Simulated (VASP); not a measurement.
**Ti: single point with PBE**

Ti:

```
Ti
1.0
     0.00000    1.97575    1.97575
     1.97575    0.00000    1.97575
     1.97575    1.97575    0.00000
Ti
1
Direct
  0.00000 0.00000 0.00000
```

```yaml
Program: VASP 6.6.1
Task: single point
Functional: PBE
Potentials_or_basis: VASP PAW PBE potentials, release 64 (Ti_sv)
Cutoff: 520 eV
k_mesh: 17 × 17 × 17
Occupations: fermi-dirac, width 0.1 eV
Spin: no spin polarisation
Dipole_correction: no
Further_INCAR_settings: ALGO = Normal; EDIFF = 1e-06; NBANDS = 12
```

```json
{
  "Pressure": "15.5 GPa",
  "Band gap on the k mesh": "zero (band 6 reaches 10.49 eV, above the bottom of band 7 at 9.03 eV)"
}
```

Levels at points of the mesh, in eV from the Fermi level:
| k point | band 3 | band 4 | band 5 | band 6 | band 7 | band 8 | band 9 | band 10 |
| --- | --- | --- | --- | --- | --- | --- | --- | --- |
| (0.00, 0.00, 0.00) | -32.22 | -32.22 | -6.37 | 0.94 | 0.94 | 0.94 | 2.85 | 2.85 |

Wall time 13 s on 1 thread of Intel(R) Xeon(R) 6975P-C (Granite Rapids) (shared host), peak memory 0.15 GiB.
